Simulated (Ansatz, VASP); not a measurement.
**Two plane-wave programs on BaTiO3**

```xyz
10
Lattice="-2.8277 -1.6326 -2.3177 2.8277 -4.8977 0.0000 -2.8277 -1.6326 4.6355" Properties=species:S:1:pos:R:3 pbc="T T T"
Ba    0.0173   -6.4883    4.4750
Ba   -2.8449   -4.9396    0.1605
Ti   -0.0507   -6.4912    1.1667
Ti    0.0507   -3.3041   -0.9720
O    -2.9184   -3.1975    2.1689
O     0.0907   -4.8993   -0.0148
O    -1.2876   -5.6890    2.2893
O    -1.4829   -2.5067   -0.1352
O    -4.0760   -2.5422   -0.0739
O     1.1912   -2.3885   -0.0897
```

Alike in both runs: functional PBEsol; k mesh 7 × 5 × 5; occupations fermi-dirac, width 0.05 eV; no spin polarisation.

|  | VASP | Ansatz |
| --- | --- | --- |
| version | VASP 6.6.1 | Ansatz 0.2.0 |
| potentials or method | VASP PAW PBE potentials, release 64 (Ba_sv, Ti_sv, O) | Ansatz PAW |
| plane-wave cutoff (eV) | 520 | 420 |
| valence electrons in the cell | 80 | 80 |
| task | single point | band structure |

```csv
,VASP,Ansatz,Ansatz less VASP
gap on the k mesh at the Fermi level (eV),2.20,2.24,+0.042
least direct gap on the mesh (eV),2.29,2.31,+0.018
pressure (GPa),4.2,2.2,-1.95
"traceless stress, the component that is largest in VASP (GPa)",2.10,2.02,-0.074
rms of the force components (eV/Å),1.119,1.085,-0.0341
```

VASP's potentials were made for PBE, not for PBEsol. Atom by atom the forces differ by 0.055 eV/Å (rms over components).

Neither program's run includes spin-orbit coupling.
